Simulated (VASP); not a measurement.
Input of a VASP 6.6.1 run:

Contents of INCAR:

```
PREC     = Accurate       # precision mode
ENCUT    = 600            # plane-wave cutoff, eV
EDIFF    = 1E-6           # SCF threshold, eV
ISMEAR   = 0              # smearing method
SIGMA    = 0.1            # smearing width, eV
LREAL    = F              # projectors in reciprocal space
LASPH    = T              # aspherical terms in the spheres
NELM     = 100            # most SCF steps
ALGO     = Fast           # electronic algorithm
ISIF     = 3              # what is computed and relaxed
LWAVE    = F              # write WAVECAR
LCHARG   = F              # write CHGCAR
GGA      = PE             # functional
IBRION   = 2              # ionic algorithm
NSW      = 100            # ionic steps
EDIFFG   = -0.01          # ionic threshold
```

File KPOINTS:

```
regular mesh
0
Gamma
  6 6 8
```

Contents of POSCAR:

```
GeSe3
1.0
    6.0523683192      0.0000000000      0.0000000000
   -3.0261841596      5.2415047175      0.0000000000
    0.0000000000      0.0000000000      5.3021781522
Ge Se
2 6
Direct
    0.3333333333      0.6666666667      0.2500000000
    0.6666666667      0.3333333333      0.7500000000
    0.8227190490      0.6454380981      0.2500000000
    0.1772809510      0.8227190490      0.7500000000
    0.3545619019      0.1772809510      0.2500000000
    0.1772809510      0.3545619019      0.7500000000
    0.8227190490      0.1772809510      0.2500000000
    0.6454380981      0.8227190490      0.7500000000
```

Potentials or basis: VASP PAW PBE potentials, release 64 (Ge_d, Se).

The run is started by

```sh
$ cat potpaw_PBE.64/Ge_d/POTCAR potpaw_PBE.64/Se/POTCAR > POTCAR
$ mpirun -np 1 vasp_std > vasp.out
```

(1) What does it give for the relaxed cell?

(2) Predict the band gap on the k mesh.

(3) Predict the space group after relaxing (to 0.1 Å).

(4) Estimate the relaxed volume.

## Answers

(1) a = 6.040 Å, b = 6.040 Å, c = 5.421 Å, α = 90.00°, β = 90.00°, γ = 120.00°.

(2) zero (bands 32 and 33 overlap by 2.15 eV).

(3) P6_3/mmc (No. 194).

(4) 21.41 Å³/atom.
